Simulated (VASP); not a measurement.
## Cs2Bi (a cell with a defect): single point with PBEsol

Cs2Bi (a cell with a defect):

```
Bi Cs
1.0
     5.02896    5.15007    0.00000
     5.02896   -5.15007    0.00000
     2.65632    0.00000   -9.77012
Bi Cs
3 6
Cartesian
  8.3009 3.0003 -8.2076
  5.8255 2.9686 -6.5336
  6.2030 -3.0506 -2.8164
  8.4226 0.4459 -5.1167
  5.7075 0.4348 -9.5971
  4.0445 -0.4031 -4.6172
  7.4670 -0.3997 -0.2516
  6.9966 -3.4532 -7.1245
  5.5931 3.3504 -2.5231
```

| Item | Value |
| --- | --- |
| Program | VASP 6.6.1 |
| Task | single point |
| Functional | PBEsol |
| Potentials or basis | VASP PAW PBE potentials, release 64 (Bi_d, Cs_sv) |
| Cutoff | 520 eV |
| k mesh | 2 × 2 × 2 |
| Occupations | fermi-dirac, width 0.05 eV |
| Spin | no spin polarisation |

- Pressure: -0.5 GPa
- Largest force: 0.102 eV/Å

Forces on the atoms (eV/Å):
```
Bi  -0.013  0.006  0.017
Bi  -0.003 -0.008 -0.017
Bi   0.090  0.001 -0.048
Cs  -0.010 -0.002 -0.014
Cs  -0.018  0.000  0.014
Cs   0.000 -0.005 -0.017
Cs  -0.001  0.001  0.024
Cs  -0.013  0.009  0.055
Cs  -0.033 -0.002 -0.014
```

Stress tensor (GPa, compression positive):
```
-0.55 -0.14  0.24
-0.14 -0.45 -0.07
 0.24 -0.07 -0.55
```

Levels at points of the mesh, in eV from the Fermi level:
```csv
k point,band 48,band 49,band 50,band 51,band 52,band 53
"(0.00, 0.00, 0.00)",-0.22,-0.20,-0.11,0.44,1.32,1.69
"(0.50, 0.00, 0.00)",-0.26,-0.13,-0.01,1.07,1.68,1.82
"(0.00, 0.50, 0.00)",-0.27,-0.24,0.00,1.06,1.85,1.91
"(0.50, 0.50, 0.00)",-0.23,-0.19,0.01,1.32,1.63,1.76
"(0.00, 0.00, 0.50)",-0.23,-0.20,-0.08,0.80,1.55,1.70
"(0.50, 0.00, 0.50)",-0.13,-0.09,0.00,1.12,1.65,1.88
"(0.00, 0.50, 0.50)",-0.22,-0.13,0.00,1.10,1.79,1.91
"(0.50, 0.50, 0.50)",-0.17,-0.04,-0.01,0.93,1.43,1.82
```

It took 4.8 min on 1 thread of Intel(R) Xeon(R) Platinum 8488C (Sapphire Rapids), with other jobs on the host, peak memory 0.61 GiB.

Caveat: the k points lie up to 0.44 Å⁻¹ apart; the PAW data sets were made with another functional, which shifts forces and pressure a little; spin-orbit coupling is left out, which moves the levels of the heavy elements.
